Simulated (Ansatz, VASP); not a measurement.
# One calculation of TlCl, two programs

```
CELL_PARAMETERS angstrom
3.83703 0.00000 0.00000
0.00000 3.83703 0.00000
0.00000 0.00000 24.59257
ATOMIC_POSITIONS crystal
Cl 0.50000 0.50000 0.30657
Cl 0.50000 0.50000 0.47402
Cl 0.50000 0.50000 0.64232
Tl 0.00000 0.00000 0.35747
Tl 0.00000 0.00000 0.52593
Tl 0.00000 0.00000 0.69369
```

Alike in both runs: functional r2SCAN; k mesh 7 × 7 × 1; occupations gaussian, width 0.05 eV; no spin polarisation.

Ansatz relaxed the structure, and its values are those at the end. VASP's run is a single point on that final structure, the one shown.

|  | VASP | Ansatz |
| --- | --- | --- |
| version | VASP 6.6.1 | Ansatz 0.2.0 |
| potentials or method | VASP PAW PBE potentials, release 64 (Cl, Tl_d), cutoff 440 eV | scalar-relativistic, plane waves, PAW |
| valence electrons in the cell | 60 | 60 |

```csv
,VASP,Ansatz,Ansatz less VASP
gap on the k mesh at the Fermi level (eV),none,none,-
rms of the force components (eV/Å),0.003,0.001,-0.0021
```

VASP's potentials were made for PBE, not for r2SCAN. A gap of «none» marks a metal or a gap that the smearing closes. Ansatz's warnings: vacuum below fermi.

Spin-orbit coupling is off throughout.
